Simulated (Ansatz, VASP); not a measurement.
**ZnO: VASP beside Ansatz**

```
CELL_PARAMETERS angstrom
1.43834 -3.36405 0.00000
1.43834 3.36405 0.00000
0.00000 0.00000 2.83267
ATOMIC_POSITIONS crystal
Zn 0.00000 0.00000 0.00000
O 0.50000 0.50000 0.50000
```

Change from the starting cell: species swapped into the VPt type (Pmma, No. 51).

Alike in both runs: functional PBE; k mesh 6 × 6 × 6; occupations gaussian, width 0.1 eV; no spin polarisation.

Ansatz relaxed the structure, and its values are those at the end. VASP's run is a single point on that final structure, the one shown.

```csv
,VASP,Ansatz
version,VASP 6.6.1,Ansatz 0.2.0
potentials or method,"VASP PAW PBE potentials, release 64 (Zn, O), cutoff 520 eV","scalar-relativistic, plane waves, PAW"
valence electrons in the cell,18,18
```

Ansatz gave:

```
gap on the k mesh at the Fermi level (eV) : none
pressure (GPa)                            : 0.1
```

Q: What did VASP give for the same quantities?

A: gap on the k mesh at the Fermi level (eV): none; pressure (GPa): 0.9.

A gap of «none» marks a metal or a gap that the smearing closes. The functional is the same, so the differences come from potentials, cutoffs and numerics.

The k mesh is coarse, so the values compare programs but aren't converged.
